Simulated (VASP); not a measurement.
Wanted: the native input for a VASP 6.6.1 run.

```
Task                   : relaxation of shape and atoms at fixed volume
Functional             : r2SCAN
Potentials or basis    : VASP PAW PBE potentials, release 64 (Hf_pv)
Cutoff                 : 600 eV
k mesh                 : 15 × 15 × 8
Occupations            : gaussian, width 0.1 eV
Spin                   : no spin polarisation
Dipole correction      : no
Further INCAR settings : ALGO = Normal; EDIFF = 1e-06; IBRION = 2; EDIFFG = -0.01; NSW = 50; ISIF = 4
```

Crystal: Hf.

```xyz
2
Lattice="3.2298 0.0000 0.0000 -1.6149 2.7971 0.0000 0.0000 0.0000 5.0957" Properties=species:S:1:pos:R:3 pbc="T T T"
Hf    0.0000    1.8647    1.2739
Hf    1.6149    0.9324    3.8218
```

The input as run:

POSCAR

```
Hf
1.0
    3.2297601547      0.0000000000      0.0000000000
   -1.6148800773      2.7970543421      0.0000000000
    0.0000000000      0.0000000000      5.0956835157
Hf
2
Direct
    0.3333333333      0.6666666667      0.2500000000
    0.6666666667      0.3333333333      0.7500000000
```

INCAR.step1

```
SYSTEM = Hf
PREC = Accurate
ENCUT = 600
ISMEAR = 0
SIGMA = 0.1
LREAL = .False.
LASPH = .True.
NELM = 100
GGA = PE
ALGO = Normal
EDIFF = 1E-4
LWAVE = .True.
LCHARG = .False.
```

INCAR.step2

```
SYSTEM = Hf
PREC = Accurate
ENCUT = 600
EDIFF = 1E-6
ISMEAR = 0
SIGMA = 0.1
LREAL = .False.
LASPH = .True.
NELM = 100
ALGO = Normal
ISIF = 4
LWAVE = .False.
LCHARG = .False.
METAGGA = R2SCAN
LMIXTAU = .True.
IBRION = 2
NSW = 50
EDIFFG = -0.01
ISTART = 1
```

KPOINTS

```
Automatic mesh
0
Gamma
  15 15 8
  0 0 0
```

Potentials or basis: VASP PAW PBE potentials, release 64 (Hf_pv).

Command:

```sh
$ cat potpaw_PBE.64/Hf_pv/POTCAR > POTCAR
$ cp INCAR.step1 INCAR
$ mpirun -np 1 vasp_std > vasp.out
$ cp INCAR.step2 INCAR
$ mpirun -np 1 vasp_std > vasp.out
```

It gave:

The pressure after relaxing is -3.7 GPa. The band gap on the k mesh is zero (bands 10 and 11 overlap by 1.72 eV).

Caveat: the PAW data sets were made with another functional, which shifts forces and pressure a little; spin-orbit coupling is left out, which moves the levels of the heavy elements.

Wall time 3.1 min on 1 thread of Intel(R) Xeon(R) 6975P-C (Granite Rapids), with other jobs on the host, peak memory 0.25 GiB.
